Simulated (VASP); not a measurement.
# SrO (Fm-3m) in VASP: further runs

The runs below take SrO through single point, with PBEsol.

Everything below comes from runs of VASP 6.6.1. Logs are shortened: lines on timing, memory, paths and dates and some standing lists are left out, and cuts for length are marked.

## (1) The cell of the first run

The structure is cubic, space group Fm-3m (No. 225). Conventional cell: a = 5.105 Å, b = 5.105 Å, c = 5.105 Å, α = 90.00°, β = 90.00°, γ = 90.00°. Within 3.4 Å of Sr (site symmetry m-3m) lie 6 O at 2.55 Å. O (site symmetry m-3m) has 6 Sr at 2.55 Å within 3.4 Å.

## (2) Single point, PBEsol (volume scaled by 0.98)

Contents of INCAR:

```
PREC = Accurate ; ENCUT = 520
EDIFF = 1E-7 ; ISMEAR = -1
SIGMA = 0.03 ; LREAL = False
LASPH = True ; NELM = 100
ALGO = Normal ; ISIF = 2
LWAVE = False ; LCHARG = False
GGA = PS ; NBANDS = 15
```

Contents of KPOINTS:

```
regular mesh
0
Gamma
  8 8 8
```

Contents of POSCAR:

```
SrO
1.0
    0.0000000000      2.5525525005      2.5525525005
    2.5525525005      0.0000000000      2.5525525005
    2.5525525005      2.5525525005      0.0000000000
Sr O
1 1
Direct
    0.0000000000      0.0000000000      0.0000000000
    0.5000000000      0.5000000000      0.5000000000
```

Potentials or basis: VASP PAW PBE potentials, release 64 (Sr_sv, O).

The run is started by

```sh
$ cat potpaw_PBE.64/Sr_sv/POTCAR potpaw_PBE.64/O/POTCAR > POTCAR
$ mpirun -np 1 vasp_std > vasp.out
```

OUTCAR:

```text
PREC = Accurate
   ENCUT = 520
   EDIFF = 1E-7
   ISMEAR = -1
   LREAL = False
   LASPH = True
   NELM = 100
   ISIF = 2
   GGA = PS

 ion  position               nearest neighbor table
   1  0.000  0.000  0.000-   2 2.55   2 2.55   2 2.55   2 2.55   2 2.55   2 2.55
   2  0.500  0.500  0.500-   1 2.55   1 2.55   1 2.55   1 2.55   1 2.55   1 2.55

  LATTYP: Found a face centered cubic cell.
 ALAT       =     5.1051050010

  Lattice vectors:

 A1 = (   0.0000000000,   2.5525525005,   2.5525525005)
 A2 = (   2.5525525005,   0.0000000000,   2.5525525005)
 A3 = (   2.5525525005,   2.5525525005,   0.0000000000)

Analysis of symmetry for initial positions (statically):
=====================================================================
 Subroutine PRICEL returns:
 Original cell was already a primitive cell.

 Routine SETGRP: Setting up the symmetry group for a
 face centered cubic supercell.

 Subroutine GETGRP returns: Found 48 space group operations
 (whereof 48 operations were pure point group operations)
 out of a pool of 48 trial point group operations.

The static configuration has the point symmetry O_h .

Analysis of symmetry for dynamics (positions and initial velocities):
=====================================================================
 Subroutine PRICEL returns:
 Original cell was already a primitive cell.

 Routine SETGRP: Setting up the symmetry group for a
 face centered cubic supercell.

 Subroutine GETGRP returns: Found 48 space group operations
 (whereof 48 operations were pure point group operations)
 out of a pool of 48 trial point group operations.

The dynamic configuration has the point symmetry O_h .

 Subroutine INISYM returns: Found 48 space group operations
 (whereof 48 operations are pure point group operations),
 and found     1 'primitive' translations

----------------------------------------------------------------------------------------

                                     Primitive cell

  volume of cell :      33.2624

  direct lattice vectors                    reciprocal lattice vectors
     0.000000000  2.552552501  2.552552501    -0.195882357  0.195882357  0.195882357
     2.552552501  0.000000000  2.552552501     0.195882357 -0.195882357  0.195882357
     2.552552501  2.552552501  0.000000000     0.195882357  0.195882357 -0.195882357

  length of vectors
     3.609854365  3.609854365  3.609854365     0.339278195  0.339278195  0.339278195

  position of ions in fractional coordinates (direct lattice)
     0.000000000  0.000000000  0.000000000
     0.500000000  0.500000000  0.500000000

  ion indices of the primitive-cell ions
   primitive index   ion index
                 1           1
                 2           2

----------------------------------------------------------------------------------------

 KPOINTS: regular mesh

Automatic generation of k-mesh.
 Grid dimensions read from file:
 generate k-points for:    8    8    8

 Generating k-lattice:

  Cartesian coordinates                     Fractional coordinates (reciprocal lattice)
    -0.024485295  0.024485295  0.024485295     0.125000000  0.000000000  0.000000000
     0.024485295 -0.024485295  0.024485295     0.000000000  0.125000000  0.000000000
     0.024485295  0.024485295 -0.024485295     0.000000000  0.000000000  0.125000000

  Length of vectors
     0.042409774  0.042409774  0.042409774

  Shift w.r.t. Gamma in fractional coordinates (k-lattice)
     0.000000000  0.000000000  0.000000000

 Subroutine IBZKPT returns following result:
 ===========================================

 Found     29 irreducible k-points:

 Following reciprocal coordinates:
            Coordinates               Weight
  0.000000  0.000000  0.000000      1.000000
  0.125000  0.000000  0.000000      8.000000
  0.250000  0.000000  0.000000      8.000000
  0.375000  0.000000  0.000000      8.000000
  0.500000  0.000000  0.000000      4.000000
  0.125000  0.125000  0.000000      6.000000
[... 16 lines left out ...]
  0.500000  0.250000  0.125000     48.000000
 -0.375000  0.250000  0.125000     24.000000
 [... further k-points ...]
   k-points           NKPTS =     29   k-points in BZ     NKDIM =     29   number of bands    NBANDS=     15
   number of dos      NEDOS =    301   number of ions     NIONS =      2
   total plane-waves  NPLWV =  21952
   dimension x,y,z NGX =    28 NGY =   28 NGZ =   28
   dimension x,y,z NGXF=    56 NGYF=   56 NGZF=   56
   ions per type =               1   1
   NGX,Y,Z   is equivalent  to a cutoff of  12.89, 12.89, 12.89 a.u.
   NGXF,Y,Z  is equivalent  to a cutoff of  25.79, 25.79, 25.79 a.u.
 SYSTEM =  unknown system
   PREC   = accura    normal or accurate (medium, high low for compatibility)
   ISTART =      0    job   : 0-new  1-cont  2-samecut
   ICHARG =      2    charge: 1-file 2-atom 10-const
   ISPIN  =      1    spin polarized calculation?
   LNONCOLLINEAR =      F non collinear calculations
   LSORBIT =      F    spin-orbit coupling
   LASPH  =      T    aspherical Exc in radial PAW
   ENCUT  =  520.0 eV  38.22 Ry    6.18 a.u.   6.71  6.71  6.71*2*pi/ulx,y,z
   NELM   =    100;   NELMIN=  2; NELMDL= -5     # of ELM steps
   EDIFF  = 0.1E-06   stopping-criterion for ELM
   LREAL  =      F    real-space projection
   EDIFFG = 0.1E-05   stopping-criterion for IOM
   NSW    =      0    number of steps for IOM
   IBRION =     -1    ionic relax: 0-MD 1-quasi-New 2-CG
   NFREE  =      0    steps in history (QN), initial steepest desc. (CG)
   ISIF   =      2    stress and relaxation
   ISYM   =      2    0-nonsym 1-usesym 2-fastsym
   POTIM  = 0.5000    time-step for ionic-motion
   TEBEG  =    0.0;   TEEND  =   0.0 temperature during run
   PSTRESS=    0.0 pullay stress
   NELECT =      16.0000    total number of electrons
   NUPDOWN=      -1.0000    fix difference up-down
   EMIN   =  10.00;   EMAX   =-10.00  energy-range for DOS
   EFERMI =   0.00;   METHOD = LEGACY
   ISMEAR =    -1;   SIGMA  =   0.03  broadening in eV -4-tet -1-fermi 0-gaus
   EFERMI_NEDOS =   21; number of points for ismear=-14 and -15
   IALGO  =     38    algorithm
   IMIX   =      4    mixing-type and parameters
     AMIX     =   0.40;   BMIX     =  1.00
     AMIX_MAG =   1.60;   BMIX_MAG =  1.00
  volume/ion in A,a.u.               =      16.63       112.23
  Fermi-wavevector in a.u.,A,eV,Ry     =   1.282715  2.423980 22.386448  1.645358
  Thomas-Fermi vector in A             =   2.415010
   LORBIT       =      0    0 simple, 1 ext, 2 COOP (PROOUT), +10 PAW based schemes
   GGA     = PS    functional components
   LHFCALC =     F    Hartree Fock is set to
   AEXX    =    0.0000 exact exchange contribution
   IVDW    =     0    specifies the selected vdW correction
   LEPSILON=     F    determine dielectric tensor
   LRPA    =     F    only Hartree local field effects (RPA)
 non-spin polarized calculation
  energy-cutoff  :      520.00
  volume of cell :       33.26
 maximum number of plane-waves:       934
   NGX = 13   NGY = 13   NGZ = 13

 number of electron      15.9999995 magnetization

 Free energy of the ion-electron system (eV)
  ---------------------------------------------------
  ext. energy  EPLUGINS =         0.00000000
  ---------------------------------------------------
  free energy    TOTEN  =       -12.63645515 eV

  energy without entropy =      -12.63645515  energy(sigma->0) =      -12.63645515

 E-fermi :   2.2649     XC(G=0): -10.3812

 val. band max:        1.5918376268   @ k =   0.0000   0.0000   0.0000
 cond. band min:       4.7305102898   @ k =   0.5000   0.5000   0.0000
 fundamental gap:      3.1386726630
 Fermi energy:         2.2648814000

 k-point     1 :       0.0000    0.0000    0.0000
  band No.  band energies     occupation
      1     -30.5720      2.00000
      2     -13.4333      2.00000
      3     -12.2010      2.00000
      4     -12.2010      2.00000
      5     -12.2010      2.00000
      6       1.5918      2.00000
      7       1.5918      2.00000
      8       1.5918      2.00000
      9       5.5683      0.00000
     10       7.7984      0.00000
     11       7.7984      0.00000
     12       7.7984      0.00000
     13      10.0432      0.00000
     14      10.0432      0.00000
     15      14.1788      0.00000

 k-point     2 :       0.1250    0.0000    0.0000
  band No.  band energies     occupation
      1     -30.5496      2.00000
      2     -13.8006      2.00000
      3     -12.2141      2.00000
      4     -12.2141      2.00000
      5     -11.8883      2.00000
      6       1.1166      2.00000
      7       1.3831      2.00000
      8       1.3831      2.00000
      9       6.2868      0.00000
     10       7.6349      0.00000
     11       8.1157      0.00000
     12       8.1157      0.00000
     13      10.4707      0.00000
     14      10.4707      0.00000
     15      15.2218      0.00000

 k-point     3 :       0.2500    0.0000    0.0000
  band No.  band energies     occupation
      1     -30.4947      2.00000
      2     -14.3931      2.00000
      3     -12.2454      2.00000
      4     -12.2454      2.00000
      5     -11.4273      2.00000
      6       0.2550      2.00000
      7       0.9345      2.00000
      8       0.9345      2.00000
      9       7.5726      0.00000
     10       7.8462      0.00000
     11       8.9791      0.00000
     12       8.9791      0.00000
     13      11.5358      0.00000
     14      11.5358      0.00000
     15      17.3360      0.00000
[... 343 lines left out ...]
 k-point    23 :       0.5000    0.2500    0.1250
  band No.  band energies     occupation
      1     -30.4106      2.00000
      2     -14.5986      2.00000
      3     -12.6048      2.00000
      4     -12.3938      2.00000
      5     -11.4047      2.00000
      6      -0.0050      2.00000
      7       0.6157      2.00000
      8       1.0616      2.00000
      9       7.1163      0.00000
     10       8.8139      0.00000
     11      10.6297      0.00000
     12      10.7806      0.00000
     13      12.8626      0.00000
     14      13.8168      0.00000
     15      16.0255      0.00000

 k-point    24 :      -0.3750    0.2500    0.1250
  band No.  band energies     occupation
      1     -30.3921      2.00000
      2     -14.6698      2.00000
      3     -12.6299      2.00000
      4     -12.4549      2.00000
      5     -11.3753      2.00000
      6      -0.0461      2.00000
      7       0.6951      2.00000
      8       0.7843      2.00000
      9       7.9653      0.00000
     10       8.3210      0.00000
     11      11.0500      0.00000
     12      11.2262      0.00000
     13      13.4184      0.00000
     14      14.7023      0.00000
     15      15.0948      0.00000

 [... further k-points ...]

------------------------ aborting loop because EDIFF is reached ----------------------------------------

  FORCE on cell =-STRESS in cart. coord.  units (eV):
  Direction    XX          YY          ZZ          XY          YZ          ZX
  --------------------------------------------------------------------------------------
  -------------------------------------------------------------------------------------
  Total        0.3413393      0.3413393      0.3413393      0.0000000     -0.0000000      0.0000000
  in kB       16.4415551     16.4415551     16.4415551      0.0000000     -0.0000000      0.0000000
  external PRESSURE =      16.4415551 kB  Pullay stress =       0.0000000 kB

 VOLUME and BASIS-vectors are now :
 -----------------------------------------------------------------------------
  energy-cutoff  :      520.00
  volume of cell :       33.26
      direct lattice vectors                 reciprocal lattice vectors
     0.000000000  2.552552501  2.552552501    -0.195882357  0.195882357  0.195882357
     2.552552501  0.000000000  2.552552501     0.195882357 -0.195882357  0.195882357
     2.552552501  2.552552501  0.000000000     0.195882357  0.195882357 -0.195882357

 POSITION                                       TOTAL-FORCE (eV/Angst)
 -----------------------------------------------------------------------------------
      0.00000      0.00000      0.00000         0.000000     -0.000000     -0.000000
      2.55255      2.55255      2.55255         0.000000      0.000000      0.000000
 -----------------------------------------------------------------------------------
    total drift:                                0.000000      0.000000      0.000000

  FREE ENERGIE OF THE ION-ELECTRON SYSTEM (eV)
  ---------------------------------------------------
  free  energy   TOTEN  =       -12.6364551537 eV

  energy  without entropy=      -12.6364551537  energy(sigma->0) =      -12.63645515
```

Run time: 14 s. Hardware: 1 thread of Intel Xeon Platinum 8375C at 2.90GHz (Ice Lake), shared host; peak memory 0.16 GiB.

What came out:

| Quantity | Value |
| --- | --- |
| Free energy | -12.6365 eV |
| Pressure | 1.6 GPa |
| Band gap on the k mesh | 3.14 eV, indirect (least direct gap 3.21 eV) |

Caveat: the PAW data sets were made with another functional, which shifts forces and pressure a little. A k mesh can miss the band edges.

## (3) Single point, PBEsol (volume scaled by 0.96)

Contents of INCAR:

```
ALGO = Normal
EDIFF = 1E-6
ENCUT = 520
GGA = PS
ISIF = 2
ISMEAR = -1
LASPH = T
LCHARG = T
LELF = T
LREAL = F
LVHAR = T
LWAVE = F
NBANDS = 15
NELM = 80
PREC = Accurate
SIGMA = 0.03
```

Contents of KPOINTS:

```
k-points
0
Gamma
  8 8 8
```

Contents of POSCAR:

```
SrO
1.0
    0.0000000000      2.5350687154      2.5350687154
    2.5350687154      0.0000000000      2.5350687154
    2.5350687154      2.5350687154      0.0000000000
Sr O
1 1
Direct
    0.0000000000      0.0000000000      0.0000000000
    0.5000000000      0.5000000000      0.5000000000
```

Potentials or basis: VASP PAW PBE potentials, release 64 (Sr_sv, O).

The run is started by

```sh
$ cat potpaw_PBE.64/Sr_sv/POTCAR potpaw_PBE.64/O/POTCAR > POTCAR
$ mpirun -np 1 vasp_std > vasp.out
```

Run time: 14 s. Hardware: 1 thread of Intel Xeon Platinum 8375C at 2.90GHz (Ice Lake), shared host; peak memory 0.16 GiB.

It converged, with:

* Free energy: -12.6245 eV
* Pressure: 3.8 GPa
* Band gap on the k mesh: 3.12 eV, indirect (least direct gap 3.18 eV)

Levels at points of the mesh, in eV from the valence-band top:
| k point | band 5 | band 6 | band 7 | band 8 | band 9 | band 10 | band 11 | band 12 |
| --- | --- | --- | --- | --- | --- | --- | --- | --- |
| (0.00, 0.00, 0.00) | -13.70 | 0.00 | 0.00 | 0.00 | 4.13 | 6.25 | 6.25 | 6.25 |
| (0.50, 0.00, 0.00) | -12.49 | -2.31 | -1.24 | -1.24 | 6.67 | 8.63 | 9.09 | 9.09 |
| (0.50, 0.50, 0.00) | -14.13 | -0.36 | -0.06 | -0.06 | 3.12 | 8.09 | 10.47 | 10.60 |

Caveat: the PAW data sets were made with another functional, which shifts forces and pressure a little.

## (4) Single point, PBEsol (volume scaled by 0.99)

Contents of INCAR:

```
SYSTEM = SrO
  PREC = Accurate
  ENCUT = 520
  EDIFF = 1E-6
  ISMEAR = -1
  SIGMA = 0.03
  LREAL = .False.
  LASPH = .True.
  NELM = 80
  ALGO = Normal
  ISIF = 2
  LWAVE = .False.
  LCHARG = .True.
  GGA = PS
  LELF = .True.
  LVHAR = .True.
  NBANDS = 15
```

Contents of KPOINTS:

```
regular mesh
0
Gamma
  8 8 8
  0 0 0
```

Contents of POSCAR:

```
SrO
1.0
    0.0000000000      2.5612052870      2.5612052870
    2.5612052870      0.0000000000      2.5612052870
    2.5612052870      2.5612052870      0.0000000000
Sr O
1 1
Direct
    0.0000000000      0.0000000000      0.0000000000
    0.5000000000      0.5000000000      0.5000000000
```

Potentials or basis: VASP PAW PBE potentials, release 64 (Sr_sv, O).

The run is started by

```sh
$ cat potpaw_PBE.64/Sr_sv/POTCAR potpaw_PBE.64/O/POTCAR > POTCAR
$ mpirun -np 1 vasp_std > vasp.out
```

OUTCAR:

```text
SYSTEM = SrO
   PREC = Accurate
   ENCUT = 520
   EDIFF = 1E-6
   ISMEAR = -1
   LREAL = .False.
   LASPH = .True.
   NELM = 80
   ISIF = 2
   GGA = PS

 ion  position               nearest neighbor table
   1  0.000  0.000  0.000-   2 2.56   2 2.56   2 2.56   2 2.56   2 2.56   2 2.56
   2  0.500  0.500  0.500-   1 2.56   1 2.56   1 2.56   1 2.56   1 2.56   1 2.56

  LATTYP: Found a face centered cubic cell.
 ALAT       =     5.1224105740

  Lattice vectors:

[... 616 lines left out ...]
 [... further k-points ...]

------------------------ aborting loop because EDIFF is reached ----------------------------------------

  FORCE on cell =-STRESS in cart. coord.  units (eV):
  Direction    XX          YY          ZZ          XY          YZ          ZX
  --------------------------------------------------------------------------------------
  -------------------------------------------------------------------------------------
  Total        0.1340442      0.1340442      0.1340442      0.0000000      0.0000000      0.0000000
  in kB        6.3913912      6.3913912      6.3913912      0.0000000      0.0000000      0.0000000
  external PRESSURE =       6.3913912 kB  Pullay stress =       0.0000000 kB

 VOLUME and BASIS-vectors are now :
 -----------------------------------------------------------------------------
  energy-cutoff  :      520.00
  volume of cell :       33.60
      direct lattice vectors                 reciprocal lattice vectors
     0.000000000  2.561205287  2.561205287    -0.195220587  0.195220587  0.195220587
     2.561205287  0.000000000  2.561205287     0.195220587 -0.195220587  0.195220587
     2.561205287  2.561205287  0.000000000     0.195220587  0.195220587 -0.195220587

 POSITION                                       TOTAL-FORCE (eV/Angst)
 -----------------------------------------------------------------------------------
      0.00000      0.00000      0.00000         0.000000      0.000000      0.000000
      2.56121      2.56121      2.56121        -0.000000     -0.000000     -0.000000
 -----------------------------------------------------------------------------------
    total drift:                                0.000000      0.000000      0.000000

  FREE ENERGIE OF THE ION-ELECTRON SYSTEM (eV)
  ---------------------------------------------------
  free  energy   TOTEN  =       -12.6391527747 eV

  energy  without entropy=      -12.6391527747  energy(sigma->0) =      -12.63915277
```

stdout:

```text
POSCAR found type information on POSCAR SrO
 POSCAR found :  2 types and       2 ions
 scaLAPACK will be used
 -----------------------------------------------------------------------------
|                                                                             |
|                                                                             |
|     You enforced a specific xc type in the INCAR file but a different       |
|     I HOPE YOU KNOW WHAT YOU ARE DOING!                                     |
|                                                                             |
 -----------------------------------------------------------------------------

 LDA part: xc-table for (Slater+PW92), standard interpolation
 POSCAR, INCAR and KPOINTS ok, starting setup
 FFT: planning ... GRIDC
 FFT: planning ... GRID_SOFT
 FFT: planning ... GRID
 WAVECAR not read
 entering main loop
```

It took 13 s on 1 thread of Intel Xeon Platinum 8375C at 2.90GHz (Ice Lake), shared host; peak memory 0.16 GiB.

Results:

| Quantity | Value |
| --- | --- |
| Free energy | -12.6392 eV |
| Pressure | 0.6 GPa |
| Band gap on the k mesh | 3.15 eV, indirect (least direct gap 3.23 eV) |

Caveat: the PAW data sets were made with another functional, which shifts forces and pressure a little.

(Continued in part 2 of 2.)
